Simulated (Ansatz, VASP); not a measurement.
One calculation of C, two programs

```
C
1.0
     0.00000    1.78337    1.78337
     1.78337    0.00000    1.78337
     1.78337    1.78337    0.00000
C
2
Direct
  0.75000 0.75000 0.75000
  0.50000 0.50000 0.50000
```

Alike in both runs: task single point; functional PBE; k mesh 6 × 6 × 6; occupations fermi-dirac, width 0.03 eV; no spin polarisation.

|  | VASP | Ansatz |
| --- | --- | --- |
| version | VASP 6.6.1 | Ansatz 0.2.0 |
| potentials or method | VASP PAW PBE potentials, release 64 (C), cutoff 520 eV | all-electron LAPW, scalar-relativistic |

Ansatz gave:

- gap on the k mesh at the Fermi level (eV): 4.16
- least direct gap on the mesh (eV): 5.60
- pressure (GPa): 1.8

**Question.** What did VASP give for the same quantities?

**Answer.** gap on the k mesh at the Fermi level (eV): 4.15; least direct gap on the mesh (eV): 5.59; pressure (GPa): 2.5.

Ansatz ran all-electron here, and VASP with PAW potentials.

The k mesh is coarse, so the values compare programs but aren't converged.
